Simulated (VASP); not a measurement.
Wanted: the native input for a VASP 6.6.1 run.

* Task: relaxation of cell and atoms
* Functional: PBE
* Potentials or basis: VASP PAW PBE potentials, release 64 (Pt, P)
* Cutoff: 600 eV
* k mesh: 8 × 8 × 4
* Occupations: fermi-dirac, width 0.05 eV
* Spin: no spin polarisation
* Target pressure: 20 GPa
* Dipole correction: no
* Further INCAR settings: ALGO = Normal; EDIFF = 1e-07; IBRION = 2; EDIFFG = -0.01; NSW = 60; ISIF = 3

The structure of PPt lies in POSCAR:

```
PPt
1.0
    3.7430278549      0.0000000000      0.0000000000
   -1.8715139275      3.2415572094      0.0000000000
    0.0000000000      0.0000000000      6.3537430000
Pt P
2 2
Direct
    0.3333333333      0.6666666667      0.3718990000
    0.6666666667      0.3333333333      0.8718990000
    0.3333333333      0.6666666667      0.0031030000
    0.6666666667      0.3333333333      0.5031030000
```

One way to write it, as run:

INCAR

```
SYSTEM = PPt
ALGO = Normal
EDIFF = 1E-7
EDIFFG = -0.01
ENCUT = 600
GGA = PE
IBRION = 2
ISIF = 3
ISMEAR = -1
LASPH = .TRUE.
LCHARG = .FALSE.
LREAL = .FALSE.
LWAVE = .FALSE.
NELM = 100
NSW = 60
PREC = Accurate
PSTRESS = 200.0
SIGMA = 0.05
```

KPOINTS

```
k-points
0
G
  8 8 4
  0 0 0
```

Potentials or basis: VASP PAW PBE potentials, release 64 (Pt, P).

Run with:

```sh
$ cat potpaw_PBE.64/Pt/POTCAR potpaw_PBE.64/P/POTCAR > POTCAR
$ mpirun -np 1 vasp_std > vasp.out
```

It gave:

The relaxed volume is 15.54 Å³/atom. The relaxed cell is a = 3.104 Å, b = 3.104 Å, c = 7.450 Å, α = 90.00°, β = 90.00°, γ = 120.00°. The space group after relaxing (to 0.05 Å) is P6_3mc (No. 186) and the energy change on relaxing (the enthalpy is what falls) is +150.2 meV/atom. The ionic steps are 33. The pressure after relaxing is 20.0 GPa. The band gap on the k mesh is zero (band 15 reaches 13.62 eV, above the bottom of band 16 at 9.12 eV).

Caveat: the cell is relaxed towards a set pressure, so the enthalpy falls and the energy may rise; the volume moved by over 15 % at a fixed basis, so the end points are rough; spin-orbit coupling is left out, which moves the levels of the heavy elements.

Wall time 17 min on 1 thread of Intel(R) Xeon(R) Platinum 8259CL CPU @ 2.50GHz (Skylake/Cascade Lake), on a shared host, peak memory 0.24 GiB.
